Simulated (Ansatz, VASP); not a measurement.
## SiF in VASP and in Ansatz

```
CELL_PARAMETERS angstrom
3.02860 0.00000 0.00000
0.00000 3.02860 0.00000
0.00000 0.00000 3.14974
ATOMIC_POSITIONS crystal
Si 0.50000 0.50000 0.50000
F 0.00000 0.00000 0.00000
```

Alike in both runs: functional PBE; k mesh 7 × 7 × 7; occupations fermi-dirac, width 0.05 eV; no spin polarisation.

```csv
,VASP,Ansatz
version,VASP 6.6.1,Ansatz 0.2.0
potentials or method,"VASP PAW PBE potentials, release 64 (Si, F)",Ansatz PAW
plane-wave cutoff (eV),600,420
valence electrons in the cell,11,11
task,single point,band structure
```

|  | VASP | Ansatz | Ansatz less VASP |
| --- | --- | --- | --- |
| gap on the k mesh at the Fermi level (eV) | none | none | - |
| pressure (GPa) | -3.3 | -3.0 | +0.23 |
| traceless stress, the component that is largest in VASP (GPa) | 6.68 | 6.70 | +0.011 |

A gap of «none» marks a metal or a gap that the smearing closes.
